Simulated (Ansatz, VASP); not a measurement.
# NbRu: VASP beside Ansatz

```
CELL_PARAMETERS angstrom
3.18400 0.00000 0.00000
0.00000 3.18400 0.00000
0.00000 0.00000 3.18400
ATOMIC_POSITIONS crystal
Nb 0.00000 0.00000 0.00000
Ru 0.50000 0.50000 0.50000
```

Alike in both runs: task single point; functional PBEsol; k mesh 11 × 11 × 11; occupations fermi-dirac, width 0.03 eV; no spin polarisation.

|  | VASP | Ansatz |
| --- | --- | --- |
| version | VASP 6.6.1 | Ansatz 0.2.0 |
| potentials or method | VASP PAW PBE potentials, release 64 (Nb_sv, Ru_pv), cutoff 520 eV | all-electron LAPW, scalar-relativistic |

```tsv
	VASP	Ansatz	Ansatz less VASP
pressure (GPa)	-10.2	-9.9	+0.27
```

VASP's potentials were made for PBE, not for PBEsol. Ansatz ran all-electron here, and VASP with PAW potentials.
